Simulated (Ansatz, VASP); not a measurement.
# Sc2Ta: VASP beside Ansatz

```
CELL_PARAMETERS angstrom
5.02898 0.00000 0.00000
-2.51449 4.35523 0.00000
0.00000 0.00000 2.87051
ATOMIC_POSITIONS crystal
Sc 0.33333 0.66667 0.50000
Sc 0.66667 0.33333 0.50000
Ta 0.00000 0.00000 0.00000
```

Change from the starting cell: species swapped into the CrB2 type (P6/mmm, No. 191).

Alike in both runs: functional PBE; k mesh 6 × 6 × 6; occupations gaussian, width 0.1 eV; no spin polarisation.

Ansatz relaxed the structure, and its values are those at the end. VASP's run is a single point on that final structure, the one shown.

|  | VASP | Ansatz |
| --- | --- | --- |
| version | VASP 6.6.1 | Ansatz 0.2.0 |
| potentials or method | VASP PAW PBE potentials, release 64 (Sc_sv, Ta_pv), cutoff 520 eV | scalar-relativistic, plane waves, PAW |
| valence electrons in the cell | 33 | 35 |

|  | VASP | Ansatz | Ansatz less VASP |
| --- | --- | --- | --- |
| gap on the k mesh at the Fermi level (eV) | none | none | - |
| pressure (GPa) | 0.0 | -0.1 | -0.09 |

A gap of «none» marks a metal or a gap that the smearing closes. VASP's potentials hold 33 valence electrons a cell and Ansatz's 35, so a difference there can come from the potentials and not from the codes.

The k mesh is coarse, so the values compare programs but aren't converged. Spin-orbit coupling is off throughout.
